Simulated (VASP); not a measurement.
# P (Cmce) in VASP: further runs, part 2 of 2

VASP 6.6.1. The steps go on from the part before.

**5. Single point, PBE**

This run uses another cell than the first one, of 16.87 Å³/atom.

INCAR

```
PREC     = Accurate       # precision mode
ENCUT    = 520            # plane-wave cutoff, eV
EDIFF    = 1E-6           # SCF threshold, eV
ISMEAR   = -1             # smearing method
SIGMA    = 0.05           # smearing width, eV
LREAL    = False          # projectors in reciprocal space
LASPH    = True           # aspherical terms in the spheres
NELM     = 80             # most SCF steps
ALGO     = Normal         # electronic algorithm
ISIF     = 2              # what is computed and relaxed
LWAVE    = False          # write WAVECAR
LCHARG   = False          # write CHGCAR
GGA      = PE             # functional
NBANDS   = 18             # bands
```

KPOINTS

```
Automatic mesh
0
Gamma
  8 8 6
```

POSCAR

```
P
1.0
    1.6636600528     -5.0308064510      0.0000000000
    1.6636600528      5.0308064510      0.0000000000
    0.0000000000      0.0000000000      4.0302694542
P
4
Direct
    0.8915620091      0.1084379909      0.5659765842
    0.1084379909      0.8915620091      0.4340234158
    0.6084379909      0.3915620091      0.0659765842
    0.3915620091      0.6084379909      0.9340234158
```

Potentials or basis: VASP PAW PBE potentials, release 64 (P).

Launch:

```console
cat potpaw_PBE.64/P/POTCAR > POTCAR
mpirun -np 1 vasp_std > vasp.out
```

OUTCAR:

```text
PREC = Accurate
   ENCUT = 520
   EDIFF = 1E-6
   ISMEAR = -1
   LREAL = False
   LASPH = True
   NELM = 80
   ISIF = 2
   GGA = PE

 ion  position               nearest neighbor table
   1  0.892  0.108  0.566-   4 2.23   4 2.23   2 2.25
   2  0.108  0.892  0.434-   3 2.23   3 2.23   1 2.25
   3  0.608  0.392  0.066-   2 2.23   2 2.23   4 2.25
   4  0.392  0.608  0.934-   1 2.23   1 2.23   3 2.25

  LATTYP: Found a base centered orthorhombic cell.
 ALAT       =     3.3273201056
 B/A-ratio  =     3.0239389607
 C/A-ratio  =     1.2112659216

  Lattice vectors:

 A1 = (   1.6636600528,  -5.0308064510,   0.0000000000)
 A2 = (   1.6636600528,   5.0308064510,   0.0000000000)
 A3 = (   0.0000000000,   0.0000000000,   4.0302694542)

Analysis of symmetry for initial positions (statically):
=====================================================================
 Subroutine PRICEL returns:
 Original cell was already a primitive cell.

 Routine SETGRP: Setting up the symmetry group for a
 base centered orthorhombic supercell.

 Subroutine GETGRP returns: Found  8 space group operations
 (whereof  4 operations were pure point group operations)
 out of a pool of  8 trial point group operations.

The static configuration has the point symmetry C_2h.
 The point group associated with its full space group is D_2h.

Analysis of symmetry for dynamics (positions and initial velocities):
=====================================================================
 Subroutine PRICEL returns:
 Original cell was already a primitive cell.

 Routine SETGRP: Setting up the symmetry group for a
 base centered orthorhombic supercell.

 Subroutine GETGRP returns: Found  8 space group operations
 (whereof  4 operations were pure point group operations)
 out of a pool of  8 trial point group operations.

The dynamic configuration has the point symmetry C_2h.
 The point group associated with its full space group is D_2h.

 Subroutine INISYM returns: Found  8 space group operations
 (whereof  4 operations are pure point group operations),
 and found     1 'primitive' translations

----------------------------------------------------------------------------------------

                                     Primitive cell

  volume of cell :      67.4631

  direct lattice vectors                    reciprocal lattice vectors
     1.663660053 -5.030806451  0.000000000     0.300542169 -0.099387644  0.000000000
     1.663660053  5.030806451  0.000000000     0.300542169  0.099387644  0.000000000
     0.000000000  0.000000000  4.030269454     0.000000000  0.000000000  0.248122368

  length of vectors
     5.298752525  5.298752525  4.030269454     0.316549362  0.316549362  0.248122368

  position of ions in fractional coordinates (direct lattice)
     0.891562009  0.108437991  0.565976584
     0.108437991  0.891562009  0.434023416
     0.608437991  0.391562009  0.065976584
     0.391562009  0.608437991  0.934023416

  ion indices of the primitive-cell ions
   primitive index   ion index
                 1           1
                 2           2
                 3           3
                 4           4

----------------------------------------------------------------------------------------

 KPOINTS: Automatic mesh

Automatic generation of k-mesh.
 Grid dimensions read from file:
 generate k-points for:    8    8    6

 Generating k-lattice:

  Cartesian coordinates                     Fractional coordinates (reciprocal lattice)
     0.037567771 -0.012423455  0.000000000     0.125000000  0.000000000  0.000000000
     0.037567771  0.012423455  0.000000000     0.000000000  0.125000000  0.000000000
     0.000000000  0.000000000  0.041353728     0.000000000  0.000000000  0.166666667

  Length of vectors
     0.039568670  0.039568670  0.041353728

  Shift w.r.t. Gamma in fractional coordinates (k-lattice)
     0.000000000  0.000000000  0.000000000

 Subroutine IBZKPT returns following result:
 ===========================================

 Found     84 irreducible k-points:

 Following reciprocal coordinates:
            Coordinates               Weight
  0.000000  0.000000  0.000000      1.000000
  0.125000  0.000000  0.000000      4.000000
  0.250000  0.000000  0.000000      4.000000
  0.375000 -0.000000  0.000000      4.000000
  0.500000  0.000000  0.000000      2.000000
  0.125000  0.125000  0.000000      2.000000
[... 16 lines left out ...]
  0.125000  0.000000  0.166667      8.000000
  0.250000  0.000000  0.166667      8.000000
 [... further k-points ...]
   k-points           NKPTS =     84   k-points in BZ     NKDIM =     84   number of bands    NBANDS=     18
   number of dos      NEDOS =    301   number of ions     NIONS =      4
   total plane-waves  NPLWV =  48000
   dimension x,y,z NGX =    40 NGY =   40 NGZ =   30
   dimension x,y,z NGXF=    80 NGYF=   80 NGZF=   60
   ions per type =               4
   NGX,Y,Z   is equivalent  to a cutoff of  12.55, 12.55, 12.37 a.u.
   NGXF,Y,Z  is equivalent  to a cutoff of  25.10, 25.10, 24.75 a.u.
 SYSTEM =  unknown system
   PREC   = accura    normal or accurate (medium, high low for compatibility)
   ISTART =      0    job   : 0-new  1-cont  2-samecut
   ICHARG =      2    charge: 1-file 2-atom 10-const
   ISPIN  =      1    spin polarized calculation?
   LNONCOLLINEAR =      F non collinear calculations
   LSORBIT =      F    spin-orbit coupling
   LASPH  =      T    aspherical Exc in radial PAW
   ENCUT  =  520.0 eV  38.22 Ry    6.18 a.u.   9.85  9.85  7.49*2*pi/ulx,y,z
   NELM   =     80;   NELMIN=  2; NELMDL= -5     # of ELM steps
   EDIFF  = 0.1E-05   stopping-criterion for ELM
   LREAL  =      F    real-space projection
   EDIFFG = 0.1E-04   stopping-criterion for IOM
   NSW    =      0    number of steps for IOM
   IBRION =     -1    ionic relax: 0-MD 1-quasi-New 2-CG
   NFREE  =      0    steps in history (QN), initial steepest desc. (CG)
   ISIF   =      2    stress and relaxation
   ISYM   =      2    0-nonsym 1-usesym 2-fastsym
   POTIM  = 0.5000    time-step for ionic-motion
   TEBEG  =    0.0;   TEEND  =   0.0 temperature during run
   PSTRESS=    0.0 pullay stress
   NELECT =      20.0000    total number of electrons
   NUPDOWN=      -1.0000    fix difference up-down
   EMIN   =  10.00;   EMAX   =-10.00  energy-range for DOS
   EFERMI =   0.00;   METHOD = LEGACY
   ISMEAR =    -1;   SIGMA  =   0.05  broadening in eV -4-tet -1-fermi 0-gaus
   EFERMI_NEDOS =   21; number of points for ismear=-14 and -15
   IALGO  =     38    algorithm
   IMIX   =      4    mixing-type and parameters
     AMIX     =   0.40;   BMIX     =  1.00
     AMIX_MAG =   1.60;   BMIX_MAG =  1.00
  volume/ion in A,a.u.               =      16.87       113.82
  Fermi-wavevector in a.u.,A,eV,Ry     =   1.091598  2.062821 16.212515  1.191586
  Thomas-Fermi vector in A             =   2.227846
   LORBIT       =      0    0 simple, 1 ext, 2 COOP (PROOUT), +10 PAW based schemes
   GGA     = PE    functional components
   LHFCALC =     F    Hartree Fock is set to
   AEXX    =    0.0000 exact exchange contribution
   IVDW    =     0    specifies the selected vdW correction
   LEPSILON=     F    determine dielectric tensor
   LRPA    =     F    only Hartree local field effects (RPA)
 non-spin polarized calculation
  energy-cutoff  :      520.00
  volume of cell :       67.46
 maximum number of plane-waves:      1839
   NGX = 19   NGY = 19   NGZ = 15

 number of electron      19.9999998 magnetization

 Free energy of the ion-electron system (eV)
  ---------------------------------------------------
  ext. energy  EPLUGINS =         0.00000000
  ---------------------------------------------------
  free energy    TOTEN  =       -21.28828474 eV

  energy without entropy =      -21.28364701  energy(sigma->0) =      -21.28596587

 E-fermi :   7.9262     XC(G=0): -10.5023

 val. band max:        7.9144150618   @ k =   0.3750   0.2500   0.0000
 cond. band min:       7.9328703560   @ k =   0.0000   0.0000   0.3333
 fundamental gap:      0.0184552943
 Fermi energy:         7.9262073388

 k-point     1 :       0.0000    0.0000    0.0000
  band No.  band energies     occupation
      1      -8.2572      2.00000
      2      -4.6801      2.00000
      3      -0.9741      2.00000
      4       0.3702      2.00000
      5       2.6459      2.00000
      6       3.7415      2.00000
[... 10 lines left out ...]
     17      14.9462      0.00000
     18      15.3998      0.00000
[... 466 lines left out ...]
      2      -4.2394      2.00000
      3      -2.1394      2.00000
      4       0.6068      2.00000
      5       1.4345      2.00000
      6       1.8826      2.00000
[... 10 lines left out ...]
     17      13.3537      0.00000
     18      14.8954      0.00000

 [... further k-points ...]
[... 5 lines left out ...]
  --------------------------------------------------------------------------------------
  -------------------------------------------------------------------------------------
  Total        1.9679647      1.9365007      1.9938925      0.0000000      0.0000000      0.0000000
  in kB       46.7370828     45.9898470     47.3528413      0.0000000      0.0000000      0.0000000
  external PRESSURE =      46.6932570 kB  Pullay stress =       0.0000000 kB

 VOLUME and BASIS-vectors are now :
 -----------------------------------------------------------------------------
  energy-cutoff  :      520.00
  volume of cell :       67.46
      direct lattice vectors                 reciprocal lattice vectors
     1.663660053 -5.030806451  0.000000000     0.300542169 -0.099387644  0.000000000
     1.663660053  5.030806451  0.000000000     0.300542169  0.099387644  0.000000000
     0.000000000  0.000000000  4.030269454     0.000000000  0.000000000  0.248122368

 POSITION                                       TOTAL-FORCE (eV/Angst)
 -----------------------------------------------------------------------------------
      1.66366     -3.93975      2.28104         0.000000     -0.043276      0.043049
      1.66366      3.93975      1.74923         0.000000      0.043276     -0.043049
      1.66366     -1.09106      0.26590         0.000000      0.043276      0.043049
      1.66366      1.09106      3.76437         0.000000     -0.043276     -0.043049
 -----------------------------------------------------------------------------------
    total drift:                                0.000000     -0.000000      0.000000

  FREE ENERGIE OF THE ION-ELECTRON SYSTEM (eV)
  ---------------------------------------------------
  free  energy   TOTEN  =       -21.2882847380 eV

  energy  without entropy=      -21.2836470116  energy(sigma->0) =      -21.28596587
```

Wall time 71 s (1 thread of Intel Xeon Platinum 8488C (Sapphire Rapids), shared host); peak memory 0.23 GiB.

Results:

```
Free energy            : -21.2883 eV
Pressure               : 4.7 GPa
Largest force          : 0.061 eV/Å
Band gap on the k mesh : zero (bands 10 and 11 overlap by 0.32 eV)
```

Forces in eV/Å, atoms in the order of the input:
```
P    0.000 -0.043  0.043
P    0.000  0.043 -0.043
P    0.000  0.043  0.043
P    0.000 -0.043 -0.043
```

Stress tensor (GPa, compression positive):
```
4.67 0.00 0.00
0.00 4.60 0.00
0.00 0.00 4.74
```

Caveat: the cell stands under pressure.

**6. The runs side by side**

| task | cell | cutoff (eV) | gap on the mesh (eV) | pressure (GPa) | largest force (eV/Å) |
| --- | --- | --- | --- | --- | --- |
| relaxation of cell and atoms | relaxed to 30 GPa from a = 5.708, b = 5.708, c = 4.544 Å, angles 90.0, 90.0, 146.4°, 4 atoms, atomic positions A | 600 | none | 30.0 | 0.01 |
| single point | a = 4.977, b = 4.977, c = 3.506 Å, angles 90.0, 90.0, 141.1°, 4 atoms, atomic positions B | 520 | none | 19.6 | 0.07 |
| single point | a = 5.170, b = 5.170, c = 3.740 Å, angles 90.0, 90.0, 142.4°, 4 atoms, atomic positions C | 520 | none | 9.6 | 0.07 |
| single point | a = 5.299, b = 5.299, c = 4.030 Å, angles 90.0, 90.0, 143.4°, 4 atoms, atomic positions D | 520 | none | 4.7 | 0.06 |

Alike in all rows: level PBE; potentials or basis VASP PAW PBE potentials, release 64 (P); no spin polarisation; k mesh 8 × 8 × 6; smearing fermi-dirac 0.05 eV.

Caveats: the cell stands under pressure (at least some runs); the cell is relaxed towards a set pressure, so the run minimises the enthalpy, not the energy (at least some runs); the volume moved by over 15 % at a fixed basis, so the end points are rough (at least some runs).

Absolute energies hang on the potentials; compare differences alone.

The gap in the log of VASP goes by the Fermi energy; the results here count the filled bands.